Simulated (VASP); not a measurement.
Write the native input for VASP 6.6.1 that does the following.

- Task: single point
- Functional: LDA
- Potentials or basis: VASP PAW LDA potentials, release 64 (Cd, Te)
- Cutoff: 520 eV
- k mesh: 8 × 8 × 8
- Occupations: gaussian, width 0.05 eV
- Spin: no spin polarisation
- Dipole correction: no
- Further INCAR settings: ALGO = Normal; EDIFF = 1e-06; NBANDS = 16

The structure of CdTe lies in POSCAR:

```
CdTe
1.0
    0.0000000000      3.2017740855      3.0756715519
    3.0756715519      0.0000000000      3.0756715519
    3.0756715519      3.2017740855      0.0000000000
Cd Te
1 1
Direct
    0.0000000000      0.0000000000      0.0000000000
    0.7500000000      0.7500000000      0.7500000000
```

This cell differs from its parent crystal: volume 30.288 Å^3 an atom, c/a of the conventional cell 1.0410.

One way to write it, as run:

INCAR

```
SYSTEM = CdTe
  ALGO = Normal
  EDIFF = 1E-6
  ENCUT = 520
  ISIF = 2
  ISMEAR = 0
  LASPH = .True.
  LCHARG = .False.
  LREAL = .False.
  LWAVE = .False.
  NBANDS = 16
  NELM = 60
  PREC = Accurate
  SIGMA = 0.05
```

KPOINTS

```
k-points
0
Gamma
  8 8 8
  0 0 0
```

Potentials or basis: VASP PAW LDA potentials, release 64 (Cd, Te).

Command:

```bash
$ cat potpaw_LDA.64/Cd/POTCAR potpaw_LDA.64/Te/POTCAR > POTCAR
$ mpirun -np 1 vasp_std > vasp.out
```

It gave:

* Pressure: 5.0 GPa
* Band gap on the k mesh: 0.86 eV, direct

Caveat: spin-orbit coupling is left out, which moves the levels of the heavy elements.

It took 22 s on 1 thread of Intel(R) Xeon(R) 6975P-C (Granite Rapids), on a shared host, peak memory 0.2 GiB.
